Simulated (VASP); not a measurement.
# Ti (Fmmm) in VASP: a series of runs

Ti is run at these levels: LDA; tasks: single point.

Program: VASP 6.6.1. These are calculated values, not measurements. Logs are shortened: lines on timing, memory, paths and dates and some standing lists are left out, and cuts for length are marked.

## Step 1: The cell of the first run

Symmetry: Fmmm, No. 69, orthorhombic system. Conventional cell: a = 4.001 Å, b = 4.071 Å, c = 4.281 Å, α = 90.00°, β = 90.00°, γ = 90.00°. Ti (site symmetry mmm) has 12 Ti at 2.85 to 2.95 Å within 3.8 Å.

## Step 2: Single point, LDA (normal strain along x +0.0175, normal strain along y +0.0700)

Contents of INCAR:

```
SYSTEM = Ti
PREC = Accurate
ENCUT = 520
EDIFF = 1E-7
ISMEAR = 0
SIGMA = 0.15
LREAL = .False.
LASPH = .True.
NELM = 80
ALGO = Fast
ISIF = 2
LWAVE = .False.
LCHARG = .False.
NBANDS = 12
```

Contents of KPOINTS:

```
regular mesh
0
Gamma
  20 20 20
  0 0 0
```

Contents of POSCAR:

```
Ti
1.0
    0.0000000000      2.1405714119      2.0005340298
    2.0355433753      0.0000000000      2.0005340298
    2.0355433753      2.1405714119      0.0000000000
Ti
1
Direct
    0.0000000000      0.0000000000      0.0000000000
```

Potentials or basis: VASP PAW LDA potentials, release 64 (Ti_sv).

The run is started by

```bash
$ cat potpaw_LDA.64/Ti_sv/POTCAR > POTCAR
$ mpirun -np 1 vasp_std > vasp.out
```

OUTCAR:

```text
SYSTEM = Ti
   PREC = Accurate
   ENCUT = 520
   EDIFF = 1E-7
   ISMEAR = 0
   LREAL = .False.
   LASPH = .True.
   NELM = 80
   ISIF = 2

 ion  position               nearest neighbor table
   1  0.000  0.000  0.000-

  LATTYP: Found a face centered orthorhombic cell.
 ALAT       =     4.0010680596
 B/A-ratio  =     1.0175000000
 C/A-ratio  =     1.0700000000

  Lattice vectors:

 A1 = (   2.0355433753,   2.1405714119,   0.0000000000)
 A2 = (   0.0000000000,   2.1405714119,   2.0005340298)
 A3 = (   2.0355433753,   0.0000000000,   2.0005340298)

Analysis of symmetry for initial positions (statically):
=====================================================================
 Subroutine PRICEL returns:
 Original cell was already a primitive cell.

 Routine SETGRP: Setting up the symmetry group for a
 face centered orthorhombic supercell.

 Subroutine GETGRP returns: Found  8 space group operations
 (whereof  8 operations were pure point group operations)
 out of a pool of  8 trial point group operations.

The static configuration has the point symmetry D_2h.

Analysis of symmetry for dynamics (positions and initial velocities):
=====================================================================
 Subroutine PRICEL returns:
 Original cell was already a primitive cell.

 Routine SETGRP: Setting up the symmetry group for a
 face centered orthorhombic supercell.

 Subroutine GETGRP returns: Found  8 space group operations
 (whereof  8 operations were pure point group operations)
 out of a pool of  8 trial point group operations.

The dynamic configuration has the point symmetry D_2h.

 Subroutine INISYM returns: Found  8 space group operations
 (whereof  8 operations are pure point group operations),
 and found     1 'primitive' translations

----------------------------------------------------------------------------------------

                                     Primitive cell

  volume of cell :      17.4336

  direct lattice vectors                    reciprocal lattice vectors
     0.000000000  2.140571412  2.000534030    -0.245634658  0.233582490  0.249933264
     2.035543375  0.000000000  2.000534030     0.245634658 -0.233582490  0.249933264
     2.035543375  2.140571412  0.000000000     0.245634658  0.233582490 -0.249933264

  length of vectors
     2.929877536  2.854045066  2.953892822     0.421145819  0.421145819  0.421145819

  position of ions in fractional coordinates (direct lattice)
     0.000000000  0.000000000  0.000000000

  ion indices of the primitive-cell ions
   primitive index   ion index
                 1           1

----------------------------------------------------------------------------------------

 KPOINTS: regular mesh

Automatic generation of k-mesh.
 Grid dimensions read from file:
 generate k-points for:   20   20   20

 Generating k-lattice:

  Cartesian coordinates                     Fractional coordinates (reciprocal lattice)
    -0.012281733  0.011679124  0.012496663     0.050000000  0.000000000  0.000000000
     0.012281733 -0.011679124  0.012496663     0.000000000  0.050000000  0.000000000
     0.012281733  0.011679124 -0.012496663    -0.000000000 -0.000000000  0.050000000

  Length of vectors
     0.021057291  0.021057291  0.021057291

  Shift w.r.t. Gamma in fractional coordinates (k-lattice)
     0.000000000  0.000000000  0.000000000

 Subroutine IBZKPT returns following result:
 ===========================================

 Found   1166 irreducible k-points:

 Following reciprocal coordinates:
            Coordinates               Weight
  0.000000  0.000000  0.000000      1.000000
  0.050000 -0.000000  0.000000      8.000000
  0.100000 -0.000000 -0.000000      8.000000
  0.150000 -0.000000  0.000000      8.000000
  0.200000 -0.000000 -0.000000      8.000000
  0.250000 -0.000000  0.000000      8.000000
[... 16 lines left out ...]
 -0.400000  0.050000  0.000000      8.000000
 -0.350000  0.050000 -0.000000      8.000000
 [... further k-points ...]
   k-points           NKPTS =   1166   k-points in BZ     NKDIM =   1166   number of bands    NBANDS=     12
   number of dos      NEDOS =    301   number of ions     NIONS =      1
   total plane-waves  NPLWV =  13824
   dimension x,y,z NGX =    24 NGY =   24 NGZ =   24
   dimension x,y,z NGXF=    48 NGYF=   48 NGZF=   48
   ions per type =               1
   NGX,Y,Z   is equivalent  to a cutoff of  13.62, 13.98, 13.51 a.u.
   NGXF,Y,Z  is equivalent  to a cutoff of  27.24, 27.96, 27.01 a.u.
 SYSTEM =  Ti
   PREC   = accura    normal or accurate (medium, high low for compatibility)
   ISTART =      0    job   : 0-new  1-cont  2-samecut
   ICHARG =      2    charge: 1-file 2-atom 10-const
   ISPIN  =      1    spin polarized calculation?
   LNONCOLLINEAR =      F non collinear calculations
   LSORBIT =      F    spin-orbit coupling
   LASPH  =      T    aspherical Exc in radial PAW
   ENCUT  =  520.0 eV  38.22 Ry    6.18 a.u.   5.45  5.31  5.49*2*pi/ulx,y,z
   NELM   =     80;   NELMIN=  2; NELMDL= -5     # of ELM steps
   EDIFF  = 0.1E-06   stopping-criterion for ELM
   LREAL  =      F    real-space projection
   EDIFFG = 0.1E-05   stopping-criterion for IOM
   NSW    =      0    number of steps for IOM
   IBRION =     -1    ionic relax: 0-MD 1-quasi-New 2-CG
   NFREE  =      0    steps in history (QN), initial steepest desc. (CG)
   ISIF   =      2    stress and relaxation
   ISYM   =      2    0-nonsym 1-usesym 2-fastsym
   POTIM  = 0.5000    time-step for ionic-motion
   TEBEG  =    0.0;   TEEND  =   0.0 temperature during run
   PSTRESS=    0.0 pullay stress
   NELECT =      12.0000    total number of electrons
   NUPDOWN=      -1.0000    fix difference up-down
   EMIN   =  10.00;   EMAX   =-10.00  energy-range for DOS
   EFERMI =   0.00;   METHOD = LEGACY
   ISMEAR =     0;   SIGMA  =   0.15  broadening in eV -4-tet -1-fermi 0-gaus
   EFERMI_NEDOS =   21; number of points for ismear=-14 and -15
   IALGO  =     68    algorithm
   IMIX   =      4    mixing-type and parameters
     AMIX     =   0.40;   BMIX     =  1.00
     AMIX_MAG =   1.60;   BMIX_MAG =  1.00
  volume/ion in A,a.u.               =      17.43       117.65
  Fermi-wavevector in a.u.,A,eV,Ry     =   1.445462  2.731526 28.427460  2.089359
  Thomas-Fermi vector in A             =   2.563641
   LORBIT       =      0    0 simple, 1 ext, 2 COOP (PROOUT), +10 PAW based schemes
   GGA     = CA    functional components
   LHFCALC =     F    Hartree Fock is set to
   AEXX    =    0.0000 exact exchange contribution
   IVDW    =     0    specifies the selected vdW correction
   LEPSILON=     F    determine dielectric tensor
   LRPA    =     F    only Hartree local field effects (RPA)
 non-spin polarized calculation
 RMM-DIIS sequential band-by-band and
 Gauss-broadening in eV      SIGMA  =   0.15
  energy-cutoff  :      520.00
  volume of cell :       17.43
 maximum number of plane-waves:       489
 NGX is ok and might be reduce to    24
   NGX = 11   NGY = 11   NGZ = 11

 number of electron      12.0000001 magnetization

 Free energy of the ion-electron system (eV)
  ---------------------------------------------------
  ext. energy  EPLUGINS =         0.00000000
  ---------------------------------------------------
  free energy    TOTEN  =        -8.46211974 eV

  energy without entropy =       -8.44082195  energy(sigma->0) =       -8.45147084

 E-fermi :   7.9319     XC(G=0): -11.7662

 val. band max:        7.9309417968   @ k =  -0.2500   0.0000   0.0500
 cond. band min:       7.9324034511   @ k =  -0.3000   0.2500   0.0000
 fundamental gap:      0.0014616543
 Fermi energy:         7.9318767960

 k-point     1 :       0.0000    0.0000    0.0000
  band No.  band energies     occupation
      1     -48.0820      2.00000
      2     -24.3241      2.00000
      3     -24.3110      2.00000
      4     -24.3089      2.00000
      5       1.9352      2.00000
      6       8.4773      0.00000
      7       8.8992      0.00000
      8       9.0231      0.00000
      9      10.0731      0.00000
     10      10.6469      0.00000
     11      23.3298      0.00000
     12      26.7827      0.00000

 k-point     2 :       0.0500   -0.0000    0.0000
  band No.  band energies     occupation
      1     -48.0789      2.00000
      2     -24.3346      2.00000
      3     -24.3198      2.00000
      4     -24.3113      2.00000
      5       2.0164      2.00000
      6       8.4851      0.00000
      7       8.8945      0.00000
      8       9.0286      0.00000
      9      10.0604      0.00000
     10      10.6222      0.00000
     11      23.3947      0.00000
     12      26.5701      0.00000

 k-point     3 :       0.1000   -0.0000   -0.0000
  band No.  band energies     occupation
      1     -48.0699      2.00000
      2     -24.3823      2.00000
      3     -24.3305      2.00000
      4     -24.3157      2.00000
      5       2.2555      2.00000
      6       8.4713      0.00000
      7       8.8661      0.00000
      8       9.0871      0.00000
      9      10.0375      0.00000
     10      10.5582      0.00000
     11      23.5201      0.00000
     12      25.6011      0.00000
[... 286 lines left out ...]
 k-point    23 :      -0.4000    0.0500    0.0000
  band No.  band energies     occupation
      1     -47.9614      2.00000
      2     -24.9477      2.00000
      3     -24.4284      2.00000
      4     -24.3800      2.00000
      5       5.2782      2.00000
      6       8.2254      0.00565
      7       8.5160      0.00000
      8       8.9719      0.00000
      9      11.2362      0.00000
     10      11.4592      0.00000
     11      16.8955      0.00000
     12      22.7288      0.00000

 k-point    24 :      -0.3500    0.0500   -0.0000
  band No.  band energies     occupation
      1     -47.9743      2.00000
      2     -24.8815      2.00000
      3     -24.4166      2.00000
      4     -24.3747      2.00000
      5       4.9887      2.00000
      6       8.0161      0.42733
      7       8.5794      0.00000
      8       9.0348      0.00000
      9      10.9437      0.00000
     10      11.2636      0.00000
     11      17.9297      0.00000
     12      23.0619      0.00000

 [... further k-points ...]
[... 5 lines left out ...]
  --------------------------------------------------------------------------------------
  -------------------------------------------------------------------------------------
  Total       -0.9439307     -1.1062451     -0.8876187      0.0000000      0.0000000      0.0000000
  in kB      -86.7490408   -101.6660454    -81.5738550      0.0000000      0.0000000      0.0000000
  external PRESSURE =     -89.9963137 kB  Pullay stress =       0.0000000 kB

 VOLUME and BASIS-vectors are now :
 -----------------------------------------------------------------------------
  energy-cutoff  :      520.00
  volume of cell :       17.43
      direct lattice vectors                 reciprocal lattice vectors
     0.000000000  2.140571412  2.000534030    -0.245634658  0.233582490  0.249933264
     2.035543375  0.000000000  2.000534030     0.245634658 -0.233582490  0.249933264
     2.035543375  2.140571412  0.000000000     0.245634658  0.233582490 -0.249933264

 POSITION                                       TOTAL-FORCE (eV/Angst)
 -----------------------------------------------------------------------------------
      0.00000      0.00000      0.00000         0.000000      0.000000      0.000000
 -----------------------------------------------------------------------------------
    total drift:                               -0.000000      0.000000      0.000000

  FREE ENERGIE OF THE ION-ELECTRON SYSTEM (eV)
  ---------------------------------------------------
  free  energy   TOTEN  =        -8.4621197366 eV

  energy  without entropy=       -8.4408219467  energy(sigma->0) =       -8.45147084
```

Run time: 6 min. Hardware: 1 thread of Intel Xeon Platinum 8375C at 2.90GHz (Ice Lake), shared host; peak memory 0.34 GiB.

Results:

```
Free energy            : -8.4621 eV
Pressure               : -9.0 GPa
Band gap on the k mesh : zero (band 6 reaches 8.68 eV, above the bottom of band 7 at 7.39 eV)
```

Caveat: the cell differs from its parent crystal (normal strain along x +0.0175, normal strain along y +0.0700).

## Step 3: Single point, LDA (normal strain along x +0.0350, normal strain along y +0.0525)

Contents of INCAR:

```
SYSTEM = Ti
ALGO = Fast
EDIFF = 1E-6
ENCUT = 520
ISIF = 2
ISMEAR = 0
LASPH = .True.
LCHARG = .False.
LREAL = .False.
LWAVE = .False.
NBANDS = 12
NELM = 100
PREC = Accurate
SIGMA = 0.15
```

Contents of KPOINTS:

```
k-points
0
Gamma
  20 20 20
  0 0 0
```

Contents of POSCAR:

```
Ti
1.0
    0.0000000000      2.1055620664      2.0005340298
    2.0705527208      0.0000000000      2.0005340298
    2.0705527208      2.1055620664      0.0000000000
Ti
1
Direct
    0.0000000000      0.0000000000      0.0000000000
```

Potentials or basis: VASP PAW LDA potentials, release 64 (Ti_sv).

The run is started by

```bash
$ cat potpaw_LDA.64/Ti_sv/POTCAR > POTCAR
$ mpirun -np 1 vasp_std > vasp.out
```

It took 5.8 min on 1 thread of Intel Xeon Platinum 8375C at 2.90GHz (Ice Lake), shared host; peak memory 0.33 GiB.

The run converged. Its results:

```yaml
Free_energy: -8.4634 eV
Pressure: -9.1 GPa
Band_gap_on_the_k_mesh: zero (band 6 reaches 8.67 eV, above the bottom of band 7 at 7.45 eV)
```

Stress tensor (GPa, compression positive):
```
-9.26  0.00  0.00
 0.00 -9.78  0.00
 0.00  0.00 -8.18
```

Levels at points of the mesh, in eV from the Fermi level:
```
           k point  band 2  band 3  band 4  band 5  band 6  band 7  band 8  band 9  band 10  band 11
(0.00, 0.00, 0.00)  -32.26  -32.26  -32.25   -6.00    0.68    0.82    1.07    2.23     2.63    15.36
(0.50, 0.00, 0.00)  -32.94  -32.37  -32.32   -2.57    0.52    0.74    0.92    3.45     3.62     8.14
(0.50, 0.50, 0.00)  -32.89  -32.54  -32.52   -2.54   -1.77    3.43    3.49    3.78     3.89    11.22
(0.50, 0.00, 0.50)  -32.89  -32.49  -32.45   -2.58   -1.66    2.50    3.51    3.72     3.90    10.12
(0.00, 0.50, 0.50)  -32.89  -32.52  -32.46   -2.57   -1.68    2.80    3.48    3.67     3.96    10.42
```

Caveat: the cell differs from its parent crystal (normal strain along x +0.0350, normal strain along y +0.0525).
